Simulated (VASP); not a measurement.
Here is a VASP 6.6.1 calculation.

Contents of POSCAR:

```
Si
1.0
    0.0295803587      2.7516992548      2.7516992548
    2.7516992548      0.0295803587      2.7516992548
    2.7516992548      2.7516992548      0.0295803587
Si
2
Direct
    0.0006230018      0.0006230018      0.0006230018
    0.2493769982      0.2493769982      0.2493769982
```

The input INCAR.step1:

```
SYSTEM = Si
  ALGO = Normal
  EDIFF = 1E-4
  ENCUT = 520
  GGA = PE
  ISMEAR = 0
  LASPH = .TRUE.
  LCHARG = .FALSE.
  LREAL = .FALSE.
  LWAVE = .TRUE.
  NBANDS = 11
  NELM = 60
  PREC = Accurate
  SIGMA = 0.01
```

Contents of INCAR.step2:

```
SYSTEM = Si
  ALGO = Normal
  EDIFF = 1E-7
  ENCUT = 520
  ISIF = 2
  ISMEAR = 0
  ISTART = 1
  LASPH = .TRUE.
  LCHARG = .FALSE.
  LMIXTAU = .TRUE.
  LREAL = .FALSE.
  LWAVE = .FALSE.
  METAGGA = R2SCAN
  NBANDS = 11
  NELM = 60
  PREC = Accurate
  SIGMA = 0.01
```

Contents of KPOINTS:

```
k-points
0
G
  8 8 8
  0 0 0
```

Potentials or basis: VASP PAW PBE potentials, release 64 (Si).

Run with:

```sh
$ cat potpaw_PBE.64/Si/POTCAR > POTCAR
$ cp INCAR.step1 INCAR
$ mpirun -np 1 vasp_std > vasp.out
$ cp INCAR.step2 INCAR
$ mpirun -np 1 vasp_std > vasp.out
```

Question: Estimate the pressure.

Answer: -1.7 GPa.

Question: What does it give for the band gap on the k mesh?

Answer: 0.80 eV (least direct gap 2.54 eV).

Stress tensor (GPa, compression positive):
```
-1.74 -0.87 -0.87
-0.87 -1.74 -0.87
-0.87 -0.87 -1.74
```

Caveat: the cell differs from its parent crystal (strain along [111] +1.6%); the PAW data sets were made with another functional, which shifts forces and pressure a little. A k mesh can miss the band edges.
